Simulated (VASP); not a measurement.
## TiTe2: single point with BLYP+D3(BJ)

The system is TiTe2.

```xyz
3
Lattice="3.7443 0.0000 0.0000 -1.8721 3.2427 0.0000 0.0000 0.0000 6.2844" Properties=species:S:1:pos:R:3 pbc="T T T"
Te    0.0000    2.1618    4.5823
Te    1.8721    1.0809    1.7022
Ti    0.0000    0.0000    0.0000
```

| Property | Result |
| --- | --- |
| Program | VASP 6.6.1 |
| Task | single point |
| Functional | BLYP |
| Dispersion | D3(BJ) |
| Potentials or basis | VASP PAW PBE potentials, release 64 (Te, Ti_sv) |
| Cutoff | 520 eV |
| k mesh | 8 × 8 × 4 |
| Occupations | fermi-dirac, width 0.05 eV |
| Spin | no spin polarisation |
| Dipole correction | no |
| Further INCAR settings | ALGO = Normal; EDIFF = 1e-07; NBANDS = 19 |

```json
{
 "Pressure": "0.2 GPa",
 "Largest force": "0.040 eV/Å",
 "Band gap on the k mesh": "zero (band 12 reaches 8.29 eV, above the bottom of band 13 at 7.63 eV)",
 "Dispersion energy per atom": "-1.217 eV"
}
```

Forces on the atoms (eV/Å):
```
Te   0.000  0.000 -0.040
Te   0.000  0.000  0.040
Ti   0.000  0.000  0.000
```

Levels at points of the mesh, in eV from the Fermi level:
| k point | band 9 | band 10 | band 11 | band 12 | band 13 | band 14 | band 15 | band 16 |
| --- | --- | --- | --- | --- | --- | --- | --- | --- |
| (0.00, 0.00, 0.00) | -1.76 | 0.36 | 0.38 | 0.38 | 0.88 | 1.10 | 1.10 | 2.95 |
| (0.50, 0.00, 0.00) | -2.83 | -2.44 | -1.79 | -1.27 | 0.03 | 1.14 | 1.51 | 2.42 |
| (0.00, 0.00, 0.50) | -1.65 | -1.65 | 0.37 | 0.37 | 0.64 | 0.64 | 1.13 | 3.54 |
| (0.50, 0.00, 0.50) | -2.48 | -2.17 | -0.80 | -0.53 | -0.27 | 1.13 | 1.48 | 2.48 |

Run time: 2.4 min on 1 thread of AMD EPYC 7R13 (shared host), peak memory 0.19 GiB.

Caveat: the PAW data sets were made with another functional, which shifts forces and pressure a little; spin-orbit coupling is left out, which moves the levels of the heavy elements.
